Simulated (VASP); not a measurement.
A run of VASP 6.6.1 is set up as follows.

INCAR

```
SYSTEM = BN
  PREC = Accurate
  ENCUT = 600
  EDIFF = 1E-6
  ISMEAR = 0
  SIGMA = 0.05
  LREAL = .FALSE.
  LASPH = .TRUE.
  NELM = 120
  ALGO = Normal
  ISIF = 2
  LWAVE = .FALSE.
  LCHARG = .FALSE.
  GGA = PE
  NBANDS = 11
  GGA_COMPAT = .FALSE.
```

KPOINTS

```
Automatic mesh
0
G
  10 10 10
  0 0 0
```

POSCAR

```
BN
1.0
    0.0000000000      1.8195500000      1.8075000000
    1.8195500000      0.0000000000      1.8075000000
    1.8195500000      1.8195500000      0.0000000000
B N
1 1
Direct
    0.0000000000      0.0000000000      0.0000000000
    0.2500000000      0.2500000000      0.2500000000
```

Potentials or basis: VASP PAW PBE potentials, release 64 (B, N).

Command:

```bash
$ cat potpaw_PBE.64/B/POTCAR potpaw_PBE.64/N/POTCAR > POTCAR
$ mpirun -np 1 vasp_std > vasp.out
```

Question: Predict the band gap on the k mesh.

Answer: 4.33 eV, indirect (least direct gap 8.68 eV).

Question: What does it give for the pressure?

Answer: -2.0 GPa.

Stress tensor (GPa, compression positive):
```
-3.31  0.00  0.00
 0.00 -3.31  0.00
 0.00  0.00  0.69
```

A k mesh can miss the band edges. As with any semilocal functional, this PBE gap is likely too small.
